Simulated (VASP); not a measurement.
# PbF2 (P-6m2) in VASP: a series of runs, part 2 of 2

VASP 6.6.1.

## (3) Relaxation of cell and atoms, PBEsol

This run uses another cell than the first one.

INCAR reads:

```
SYSTEM = PbF2
PREC = Accurate
ENCUT = 600
EDIFF = 1E-6
ISMEAR = -1
SIGMA = 0.03
LREAL = .FALSE.
LASPH = .TRUE.
NELM = 80
ALGO = Normal
ISIF = 3
LWAVE = .FALSE.
LCHARG = .FALSE.
GGA = PS
IBRION = 2
NSW = 100
EDIFFG = -0.01
```

KPOINTS reads:

```
Automatic mesh
0
G
  9 9 2
  0 0 0
```

POSCAR reads:

```
PbF2
1.0
    2.2225380100      0.0000000000      0.0000000000
   -1.1112690100      1.9247743800      0.0000000000
    0.0000000000      0.0000000000     12.0996487900
Pb F
1 2
Direct
    0.0000000000      0.0000000000      0.0000000000
    0.3333333300      0.6666666700      0.0894929800
    0.3333333300      0.6666666700      0.9105070200
```

Potentials or basis: VASP PAW PBE potentials, release 64 (Pb_d, F).

Started as:

```bash
cat potpaw_PBE.64/Pb_d/POTCAR potpaw_PBE.64/F/POTCAR > POTCAR
mpirun -np 1 vasp_std > vasp.out
```

OUTCAR:

```text
SYSTEM = PbF2
   PREC = Accurate
   ENCUT = 600
   EDIFF = 1E-6
   ISMEAR = -1
   LREAL = .FALSE.
   LASPH = .TRUE.
   NELM = 80
   ISIF = 3
   GGA = PS
   IBRION = 2
   NSW = 100
   EDIFFG = -0.01

 ion  position               nearest neighbor table
   1  0.000  0.000  0.000-   2 1.68   3 1.68   2 1.68   3 1.68   2 1.68   3 1.68   2 2.79   3 2.79
                             2 2.79   3 2.79   2 2.79   3 2.79
   2  0.333  0.667  0.089-   1 1.68   1 1.68   1 1.68   1 2.79   1 2.79   1 2.79
   3  0.333  0.667  0.911-   1 1.68   1 1.68   1 1.68   1 2.79   1 2.79   1 2.79

  LATTYP: Found a hexagonal cell.
 ALAT       =     2.2225380100
 C/A-ratio  =     5.4440683289

  Lattice vectors:

 A1 = (   2.2225380100,   0.0000000000,   0.0000000000)
 A2 = (  -1.1112690100,   1.9247743800,   0.0000000000)
 A3 = (   0.0000000000,   0.0000000000,  12.0996487900)

Analysis of symmetry for initial positions (statically):
[... 185 lines left out ...]
  external PRESSURE =    3680.6049171 kB  Pullay stress =       0.0000000 kB
[... 1105 lines left out ...]
      5     -13.0522      2.00000
      6     -12.8415      2.00000
[... 10 lines left out ...]
     17      11.0693      0.00000
     18      13.9931      0.00000

[... ionic steps 4 to 64 ...]

--------------------------------------- Ionic step       65  -------------------------------------------

 number of electron      27.9999938 magnetization

------------------------ aborting loop because EDIFF is reached ----------------------------------------
[... 69 lines left out ...]
--------------------------------------- Ionic step       67  -------------------------------------------

 number of electron      27.9999937 magnetization

 Free energy of the ion-electron system (eV)
  ---------------------------------------------------
  ext. energy  EPLUGINS =         0.00000000
  ---------------------------------------------------
  free energy    TOTEN  =       -11.80746369 eV

  energy without entropy =      -11.80746369  energy(sigma->0) =      -11.80746369

 E-fermi :   2.5306     XC(G=0):  -9.3811

 val. band max:        1.9105426839   @ k =   0.3333   0.3333   0.5000
 cond. band min:       3.4839872051   @ k =   0.4444   0.1111   0.0000
 fundamental gap:      1.5734445211
 Fermi energy:         2.5306079119
[... 532 lines left out ...]
  FREE ENERGIE OF THE ION-ELECTRON SYSTEM (eV)
  ---------------------------------------------------
  free  energy   TOTEN  =       -11.8074636913 eV

  energy  without entropy=      -11.8074636913  energy(sigma->0) =      -11.80746369

 reached required accuracy - stopping structural energy minimisation
```

OSZICAR:

```text
N       E                     dE             d eps       ncg     rms          rms(c)
DAV:   1     0.466978393358E+03    0.46698E+03   -0.17780E+04   866   0.203E+03
DAV:   2     0.697968962670E+02   -0.39718E+03   -0.38810E+03  1012   0.561E+02
[... 664 lines left out ...]
       N       E                     dE             d eps       ncg     rms          rms(c)
DAV:   1    -0.118069630895E+02   -0.13115E-04   -0.67304E-04   884   0.257E-01    0.117E-02
DAV:   2    -0.118069629172E+02    0.17228E-06   -0.16964E-05   884   0.438E-02    0.583E-03
DAV:   3    -0.118069617456E+02    0.11716E-05   -0.19183E-06   608   0.223E-02    0.172E-03
DAV:   4    -0.118069614693E+02    0.27639E-06   -0.63215E-07   482   0.828E-03
  57 F= -.11806961E+02 E0= -.11806961E+02  d E =-.114096E-04
       N       E                     dE             d eps       ncg     rms          rms(c)
```

Wall time 20 min (1 thread of Intel Xeon Platinum 8259CL at 2.50GHz (Skylake/Cascade Lake), shared host); peak memory 0.21 GiB.

Results:

```yaml
Free_energy: -11.8075 eV
Relaxed_volume: 17.11 Å³/atom
Relaxed_cell: a = 3.089 Å, b = 3.089 Å, c = 6.213 Å, α = 90.00°, β = 90.00°, γ = 120.00°
Space_group_after_relaxing_to_0.1_Å: P-6m2 (No. 187)
Band_gap_on_the_k_mesh: 1.57 eV (least direct gap 1.91 eV)
```

Final structure:
```
Pb F
1.0
     3.08910    0.00000    0.00000
    -1.54455    2.67524    0.00000
     0.00000    0.00000    6.21302
Pb F
1 2
Direct
  0.00000 0.00000 0.00000
  0.33333 0.66667 0.25046
  0.33333 0.66667 0.74954
```

Caveat: there is no dipole correction, which matters where the two faces differ; a cell axis changed by over 15 % at a fixed basis, so the end point is rough; the PAW data sets were made with another functional, which shifts forces and pressure a little; spin-orbit coupling is left out, which moves the levels of the heavy elements.

## (4) Single point, r2SCAN+rVV10

This run uses another cell than the first one, of 21.78 Å³/atom.

POSCAR reads:

```
PbF2
1.0
    3.6730223619      0.0000000048      0.0000000000
   -1.8365111851      3.1809306717      0.0000000000
    0.0000000000      0.0000000000      5.5926686641
Pb F
1 2
Direct
    0.0000000000      0.0000000000      0.0000000000
    0.3333333333      0.6666666667      0.2269692677
    0.3333333333      0.6666666667      0.7730307323
```

INCAR.step1 reads:

```
SYSTEM = PbF2
  PREC = Accurate
  ENCUT = 520
  ISMEAR = -1
  SIGMA = 0.03
  LREAL = .False.
  LASPH = .True.
  NELM = 100
  NBANDS = 21
  GGA = PE
  ALGO = Normal
  EDIFF = 1E-4
  LWAVE = .True.
  LCHARG = .False.
```

INCAR.step2 reads:

```
SYSTEM = PbF2
  PREC = Accurate
  ENCUT = 520
  EDIFF = 1E-6
  ISMEAR = -1
  SIGMA = 0.03
  LREAL = .False.
  LASPH = .True.
  NELM = 100
  ALGO = Normal
  ISIF = 2
  LWAVE = .False.
  LCHARG = .False.
  METAGGA = R2SCAN
  LMIXTAU = .True.
  LUSE_VDW = .True.
  IVDW_NL = 2
  BPARAM = 11.95
  CPARAM = 0.0093
  NBANDS = 21
  ISTART = 1
```

KPOINTS reads:

```
Automatic mesh
0
Gamma
  12 12 4
  0 0 0
```

Started as:

```bash
cat potpaw_PBE.64/Pb_d/POTCAR potpaw_PBE.64/F/POTCAR > POTCAR
cp INCAR.step1 INCAR
mpirun -np 1 vasp_std > vasp.out
cp INCAR.step2 INCAR
mpirun -np 1 vasp_std > vasp.out
```

It took 5.5 min on 1 thread of Intel Xeon Platinum 8259CL at 2.50GHz (Skylake/Cascade Lake), shared host; peak memory 0.36 GiB.

It converged, with:

* Free energy: -68.1245 eV
* Pressure: 0.2 GPa
* Largest force: 0.033 eV/Å
* Band gap on the k mesh: 3.66 eV (least direct gap 4.11 eV)

Forces in eV/Å, atoms in the order of the input:
```
Pb   0.000  0.000  0.000
F    0.000  0.000  0.033
F    0.000  0.000 -0.033
```

Stress tensor (GPa, compression positive):
```
 0.23  0.00  0.00
 0.00  0.23  0.00
 0.00  0.00 -0.01
```

Levels at points of the mesh, in eV from the valence-band top:
```tsv
k point	band 10	band 11	band 12	band 13	band 14	band 15	band 16	band 17	band 18	band 19
(0.00, 0.00, 0.00)	-2.59	-2.19	-2.19	-1.97	-1.36	4.57	8.29	8.75	8.75	12.54
(0.50, 0.00, 0.00)	-3.12	-3.07	-2.18	-1.25	-0.42	3.69	7.14	8.30	10.12	12.10
(0.00, 0.00, 0.50)	-2.54	-2.24	-2.24	-1.88	-1.46	3.66	8.80	8.80	11.24	12.54
(0.50, 0.00, 0.50)	-3.19	-3.06	-2.25	-1.71	-0.30	3.85	6.55	8.31	9.91	13.40
```

Caveat: the PAW data sets were made with another functional, which shifts forces and pressure a little; spin-orbit coupling is left out, which moves the levels of the heavy elements. A k mesh can miss the band edges.

## (5) Summary

| task | level | cell | k mesh | cutoff (eV) | gap on the mesh (eV) | pressure (GPa) |
| --- | --- | --- | --- | --- | --- | --- |
| single point | PBEsol | a = 3.676, b = 3.676, c = 6.368 Å, angles 90.0, 90.0, 120.0°, 3 atoms, atomic positions A | 9 × 9 × 2 | 520 | 3.46 | -0.1 |
| relaxation of cell and atoms | PBEsol | relaxed from a = 2.223, b = 2.223, c = 12.100 Å, angles 90.0, 90.0, 120.0°, 3 atoms, atomic positions B | 9 × 9 × 2 | 600 | 1.57 | - |
| single point | r2SCAN+rVV10 | a = 3.673, b = 3.673, c = 5.593 Å, angles 90.0, 90.0, 120.0°, 3 atoms, atomic positions C | 12 × 12 × 4 | 520 | 3.66 | 0.2 |

Alike in all rows: potentials or basis VASP PAW PBE potentials, release 64 (Pb_d, F); no spin polarisation; smearing fermi-dirac 0.03 eV.

Caveats: some runs use coarse meshes; the PAW data sets were made with another functional, which shifts forces and pressure a little; spin-orbit coupling is left out, which moves the levels of the heavy elements; there is no dipole correction, which matters where the two faces differ (at least some runs); a cell axis changed by over 15 % at a fixed basis, so the end point is rough (at least some runs).

Absolute energies hang on the potentials; compare differences alone.
